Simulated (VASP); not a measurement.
# Ge4Pd (Im-3m) in VASP: a series of runs, part 2 of 3

VASP 6.6.1.

## Step 3: Single point, PBE

This run uses another cell than the first one, of 21.22 Å³/atom, 1.072 times its volume.

The input, INCAR:

```
SYSTEM = Ge4Pd
PREC     = Accurate       ! precision mode
ENCUT    = 520            ! plane-wave cutoff, eV
EDIFF    = 1E-6           ! SCF threshold, eV
ISMEAR   = 0              ! smearing method
SIGMA    = 0.1            ! smearing width, eV
LREAL    = .False.        ! projectors in reciprocal space
LASPH    = .True.         ! aspherical terms in the spheres
NELM     = 100            ! most SCF steps
ALGO     = Normal         ! electronic algorithm
ISIF     = 2              ! what is computed and relaxed
LWAVE    = .False.        ! write WAVECAR
LCHARG   = .False.        ! write CHGCAR
GGA      = PE             ! functional
NBANDS   = 41             ! bands
```

The input, KPOINTS:

```
regular mesh
0
Gamma
  4 4 4
  0 0 0
```

The input, POSCAR:

```
Ge4Pd
1.0
   -2.9823020286      2.9823020286      2.9823020286
    2.9823020286     -2.9823020286      2.9823020286
    2.9823020286      2.9823020286     -2.9823020286
Ge Pd
4 1
Direct
    0.5000000000      0.5000000000      0.5000000000
    0.0000000000      0.0000000000      0.5000000000
    0.0000000000      0.5000000000      0.0000000000
    0.5000000000      0.0000000000      0.0000000000
    0.0000000000      0.0000000000      0.0000000000
```

Potentials or basis: VASP PAW PBE potentials, release 64 (Ge_d, Pd).

Command:

```
cat potpaw_PBE.64/Ge_d/POTCAR potpaw_PBE.64/Pd/POTCAR > POTCAR
mpirun -np 1 vasp_std > vasp.out
```

OUTCAR:

```text
SYSTEM = Ge4Pd
   PREC = Accurate
   ENCUT = 520
   EDIFF = 1E-6
   ISMEAR = 0
   LREAL = .False.
   LASPH = .True.
   NELM = 100
   ISIF = 2
   GGA = PE

 ion  position               nearest neighbor table
   1  0.500  0.500  0.500-   5 2.58   5 2.58
   2  0.000  0.000  0.500-   5 2.58   5 2.58
   3  0.000  0.500  0.000-   5 2.58   5 2.58
   4  0.500  0.000  0.000-   5 2.58   5 2.58
   5  0.000  0.000  0.000-   1 2.58   2 2.58   3 2.58   4 2.58   2 2.58   3 2.58   4 2.58   1 2.58

  LATTYP: Found a body centered cubic cell.
 ALAT       =     5.9646040572

  Lattice vectors:

 A1 = (  -2.9823020286,   2.9823020286,   2.9823020286)
 A2 = (   2.9823020286,  -2.9823020286,   2.9823020286)
 A3 = (   2.9823020286,   2.9823020286,  -2.9823020286)

Analysis of symmetry for initial positions (statically):
=====================================================================
 Subroutine PRICEL returns:
 Original cell was already a primitive cell.

 Routine SETGRP: Setting up the symmetry group for a
 body centered cubic supercell.

 Subroutine GETGRP returns: Found 48 space group operations
 (whereof 48 operations were pure point group operations)
 out of a pool of 48 trial point group operations.

The static configuration has the point symmetry O_h .

Analysis of symmetry for dynamics (positions and initial velocities):
=====================================================================
 Subroutine PRICEL returns:
 Original cell was already a primitive cell.

 Routine SETGRP: Setting up the symmetry group for a
 body centered cubic supercell.

 Subroutine GETGRP returns: Found 48 space group operations
 (whereof 48 operations were pure point group operations)
 out of a pool of 48 trial point group operations.

The dynamic configuration has the point symmetry O_h .

 Subroutine INISYM returns: Found 48 space group operations
 (whereof 48 operations are pure point group operations),
[... 105 lines left out ...]
     AMIX_MAG =   1.60;   BMIX_MAG =  1.00
  volume/ion in A,a.u.               =      21.22       143.20
  Fermi-wavevector in a.u.,A,eV,Ry     =   1.397498  2.640888 26.572186  1.953001
  Thomas-Fermi vector in A             =   2.520748
   LORBIT       =      0    0 simple, 1 ext, 2 COOP (PROOUT), +10 PAW based schemes
   GGA     = PE    functional components
   LHFCALC =     F    Hartree Fock is set to
   AEXX    =    0.0000 exact exchange contribution
   IVDW    =     0    specifies the selected vdW correction
   LEPSILON=     F    determine dielectric tensor
   LRPA    =     F    only Hartree local field effects (RPA)
 non-spin polarized calculation
 Gauss-broadening in eV      SIGMA  =   0.10
  energy-cutoff  :      520.00
  volume of cell :      106.10
 maximum number of plane-waves:      2916
 NGX is ok and might be reduce to    40
   NGX = 19   NGY = 19   NGZ = 19

 number of electron      65.9999932 magnetization

 Free energy of the ion-electron system (eV)
  ---------------------------------------------------
  ext. energy  EPLUGINS =         0.00000000
  ---------------------------------------------------
  free energy    TOTEN  =       -21.87442798 eV

  energy without entropy =      -21.84118083  energy(sigma->0) =      -21.85780441

 E-fermi :   5.4416     XC(G=0): -10.5822

 val. band max:        5.3553935621   @ k =   0.2500   0.2500   0.0000
 cond. band min:       5.4446493908   @ k =   0.2500   0.0000   0.0000
 fundamental gap:      0.0892558287
 Fermi energy:         5.4416184224

 k-point     1 :       0.0000    0.0000    0.0000
  band No.  band energies     occupation
      1     -19.1585      2.00000
      2     -19.1585      2.00000
      3     -19.1316      2.00000
      4     -19.1193      2.00000
      5     -19.1193      2.00000
      6     -19.1112      2.00000
[... 341 lines left out ...]
     40      12.2370      0.00000
     41      12.2370      0.00000

------------------------ aborting loop because EDIFF is reached ----------------------------------------

  FORCE on cell =-STRESS in cart. coord.  units (eV):
  Direction    XX          YY          ZZ          XY          YZ          ZX
  --------------------------------------------------------------------------------------
  -------------------------------------------------------------------------------------
  Total        0.0532006      0.0532006      0.0532006      0.0000000      0.0000000     -0.0000000
  in kB        0.8033641      0.8033641      0.8033641      0.0000000      0.0000000     -0.0000000
  external PRESSURE =       0.8033641 kB  Pullay stress =       0.0000000 kB

 VOLUME and BASIS-vectors are now :
 -----------------------------------------------------------------------------
  energy-cutoff  :      520.00
  volume of cell :      106.10
      direct lattice vectors                 reciprocal lattice vectors
    -2.982302029  2.982302029  2.982302029     0.000000000  0.167655722  0.167655722
     2.982302029 -2.982302029  2.982302029     0.167655722  0.000000000  0.167655722
     2.982302029  2.982302029 -2.982302029     0.167655722  0.167655722  0.000000000

 POSITION                                       TOTAL-FORCE (eV/Angst)
 -----------------------------------------------------------------------------------
      1.49115      1.49115      1.49115         0.000000     -0.000000     -0.000000
      1.49115      1.49115     -1.49115         0.000000      0.000000      0.000000
      1.49115     -1.49115      1.49115        -0.000000     -0.000000      0.000000
     -1.49115      1.49115      1.49115         0.000000      0.000000     -0.000000
      0.00000      0.00000      0.00000        -0.000000      0.000000     -0.000000
 -----------------------------------------------------------------------------------
    total drift:                                0.000000     -0.000000      0.000000

  FREE ENERGIE OF THE ION-ELECTRON SYSTEM (eV)
  ---------------------------------------------------
  free  energy   TOTEN  =       -21.8744279803 eV

  energy  without entropy=      -21.8411808335  energy(sigma->0) =      -21.85780441
```

OSZICAR:

```text
N       E                     dE             d eps       ncg     rms          rms(c)
DAV:   1     0.679629537733E+03    0.67963E+03   -0.31269E+04   793   0.426E+03
DAV:   2     0.956276424528E+02   -0.58400E+03   -0.56204E+03   656   0.960E+02
DAV:   3    -0.149308127768E+02   -0.11056E+03   -0.10779E+03   750   0.223E+02
DAV:   4    -0.219420388559E+02   -0.70112E+01   -0.69446E+01   764   0.633E+01
DAV:   5    -0.221308756232E+02   -0.18884E+00   -0.18871E+00   732   0.113E+01    0.935E+00
DAV:   6    -0.219671878562E+02    0.16369E+00   -0.98869E-01   837   0.661E+00    0.570E+00
DAV:   7    -0.218992824411E+02    0.67905E-01   -0.33645E-01   736   0.446E+00    0.294E+00
DAV:   8    -0.218743379210E+02    0.24945E-01   -0.92724E-02   804   0.216E+00    0.291E-01
DAV:   9    -0.218746639507E+02   -0.32603E-03   -0.14792E-02   812   0.120E+00    0.209E-01
DAV:  10    -0.218744476202E+02    0.21633E-03   -0.31397E-03   693   0.433E-01    0.573E-02
DAV:  11    -0.218744213482E+02    0.26272E-04   -0.29427E-04   774   0.208E-01    0.242E-02
DAV:  12    -0.218744274762E+02   -0.61280E-05   -0.40500E-05   681   0.454E-02    0.840E-03
DAV:  13    -0.218744279803E+02   -0.50407E-06   -0.64676E-06   587   0.259E-02
   1 F= -.21874428E+02 E0= -.21857804E+02  d E =-.332471E-01
```

stdout:

```text
POSCAR found type information on POSCAR GePd
 POSCAR found :  2 types and       5 ions
 scaLAPACK will be used
 LDA part: xc-table for (Slater+PW92), standard interpolation
 POSCAR, INCAR and KPOINTS ok, starting setup
 FFT: planning ... GRIDC
 FFT: planning ... GRID_SOFT
 FFT: planning ... GRID
 WAVECAR not read
 entering main loop
```

Run time: 18 s. Hardware: 1 thread of Intel Xeon 6975P-C (Granite Rapids), shared host; peak memory 0.23 GiB.

Results:

| Property | Result |
| --- | --- |
| Free energy | -21.8744 eV |
| Pressure | 0.1 GPa |
| Band gap on the k mesh | zero (band 33 reaches 6.89 eV, above the bottom of band 34 at 3.73 eV) |

Levels at points of the mesh, in eV from the Fermi level:
| k point | band 29 | band 30 | band 31 | band 32 | band 33 | band 34 | band 35 | band 36 |
| --- | --- | --- | --- | --- | --- | --- | --- | --- |
| (0.00, 0.00, 0.00) | -2.87 | -2.00 | -2.00 | -2.00 | -1.71 | -1.71 | -1.71 | 2.09 |
| (0.50, 0.00, 0.00) | -3.01 | -2.02 | -1.30 | -0.45 | 0.41 | 0.97 | 1.11 | 2.12 |
| (0.50, 0.50, 0.50) | -4.71 | -3.31 | -1.91 | -1.91 | 1.45 | 1.45 | 1.45 | 5.68 |

Caveat: the k points lie up to 0.37 Å⁻¹ apart.

## Step 4: Relaxation of cell and atoms, PBE

The input, INCAR:

```
SYSTEM = Ge4Pd
PREC = Accurate
ENCUT = 600
EDIFF = 1E-6
ISMEAR = 0
SIGMA = 0.1
LREAL = .FALSE.
LASPH = .TRUE.
NELM = 60
ALGO = Normal
ISIF = 3
LWAVE = .FALSE.
LCHARG = .FALSE.
GGA = PE
IBRION = 2
NSW = 90
EDIFFG = -0.04
```

The input, KPOINTS:

```
Automatic mesh
0
G
  4 4 4
  0 0 0
```

Changes to POSCAR since step 3:

```diff
@@ -2,5 +2,5 @@
 1.0
-   -2.9823020286      2.9823020286      2.9823020286
-    2.9823020286     -2.9823020286      2.9823020286
-    2.9823020286      2.9823020286     -2.9823020286
+   -2.9143732100      2.9143732100      2.9143732100
+    2.9143732100     -2.9143732100      2.9143732100
+    2.9143732100      2.9143732100     -2.9143732100
 Ge Pd
```

Command:

```
cat potpaw_PBE.64/Ge_d/POTCAR potpaw_PBE.64/Pd/POTCAR > POTCAR
mpirun -np 1 vasp_std > vasp.out
```

Wall time 47 s (1 thread of Intel Xeon 6975P-C (Granite Rapids), shared host); peak memory 0.26 GiB.

The run converged. Its results:

```
Free energy                            : -21.8737 eV
Relaxed volume                         : 21.28 Å³/atom
Relaxed cell                           : a = 5.170 Å, b = 5.170 Å, c = 5.170 Å, α = 109.47°, β = 109.47°, γ = 109.47°
Space group after relaxing (to 0.05 Å) : Im-3m (No. 229)
Energy gained by relaxing              : 22.0 meV/atom
Ionic steps                            : 3
Pressure after relaxing                : 0.0 GPa
Band gap on the k mesh                 : zero (band 33 reaches 6.86 eV, above the bottom of band 34 at 3.70 eV)
```

Step by step:
```tsv
step	energy change (eV)	largest force (eV/Å)	pressure (GPa)	volume (Å³)
1	0.0000	0.0000	5.13	99.01
2	-0.1029	0.0000	-1.00	108.37
3	-0.1100	0.0000	0.01	106.38
```

Final structure:
```
Ge Pd
1.0
    -2.98494    2.98494    2.98494
     2.98494   -2.98494    2.98494
     2.98494    2.98494   -2.98494
Ge Pd
4 1
Direct
  0.50000 0.50000 0.50000
  0.00000 0.00000 0.50000
  0.00000 0.50000 0.00000
  0.50000 0.00000 0.00000
  0.00000 0.00000 0.00000
```

Levels at points of the mesh, in eV from the Fermi level:
| k point | band 30 | band 31 | band 32 | band 33 | band 34 | band 35 |
| --- | --- | --- | --- | --- | --- | --- |
| (0.00, 0.00, 0.00) | -1.99 | -1.99 | -1.99 | -1.71 | -1.71 | -1.71 |
| (0.50, 0.00, 0.00) | -2.01 | -1.30 | -0.45 | 0.41 | 0.97 | 1.10 |
| (0.50, 0.50, 0.50) | -3.32 | -1.90 | -1.90 | 1.44 | 1.44 | 1.44 |

Caveat: the k points lie up to 0.37 Å⁻¹ apart in the final cell.

## Step 5: Single point, PBE, collinear spin, ferromagnetic start

This run uses another cell than the first one, of 21.22 Å³/atom, 1.072 times its volume.

The input, INCAR:

```
ALGO = Normal
EDIFF = 1E-7
ENCUT = 520
GGA = PE
ISIF = 2
ISMEAR = 0
ISPIN = 2
LASPH = T
LCHARG = F
LMAXMIX = 4
LORBIT = 11
LREAL = F
LWAVE = F
MAGMOM = 0 0 0 0 1
NBANDS = 45
NELM = 150
PREC = Accurate
SIGMA = 0.1
```

The input, KPOINTS:

```
k-points
0
Gamma
  4 4 4
```

Changes to POSCAR since step 4:

```diff
@@ -2,5 +2,5 @@
 1.0
-   -2.9143732100      2.9143732100      2.9143732100
-    2.9143732100     -2.9143732100      2.9143732100
-    2.9143732100      2.9143732100     -2.9143732100
+   -2.9823020286      2.9823020286      2.9823020286
+    2.9823020286     -2.9823020286      2.9823020286
+    2.9823020286      2.9823020286     -2.9823020286
 Ge Pd
```

Command:

```
cat potpaw_PBE.64/Ge_d/POTCAR potpaw_PBE.64/Pd/POTCAR > POTCAR
mpirun -np 1 vasp_std > vasp.out
```

Run time: 55 s. Hardware: 1 thread of Intel Xeon 6975P-C (Granite Rapids), shared host; peak memory 0.31 GiB.

It converged, with:

- Free energy: -21.8744 eV
- Pressure: 0.1 GPa
- Band gap on the k mesh: zero (filled and empty bands overlap)
- Net moment: 0.00 μB per cell
- Valence electrons inside the program's atomic spheres: Ge 12.18; Pd 9.72

Levels at points of the mesh, in eV from the Fermi level:
Spin up:
| k point | band 30 | band 31 | band 32 | band 33 | band 34 | band 35 |
| --- | --- | --- | --- | --- | --- | --- |
| (0.00, 0.00, 0.00) | -2.00 | -2.00 | -2.00 | -1.71 | -1.71 | -1.71 |
| (0.50, 0.00, 0.00) | -2.02 | -1.30 | -0.45 | 0.41 | 0.97 | 1.11 |
| (0.50, 0.50, 0.50) | -3.31 | -1.91 | -1.91 | 1.45 | 1.45 | 1.45 |
Spin down:
```csv
k point,band 30,band 31,band 32,band 33,band 34,band 35
"(0.00, 0.00, 0.00)",-2.00,-2.00,-2.00,-1.71,-1.71,-1.71
"(0.50, 0.00, 0.00)",-2.02,-1.30,-0.45,0.41,0.97,1.11
"(0.50, 0.50, 0.50)",-3.31,-1.91,-1.91,1.45,1.45,1.45
```

Caveat: the k points lie up to 0.37 Å⁻¹ apart.

(Continued in part 3 of 3.)
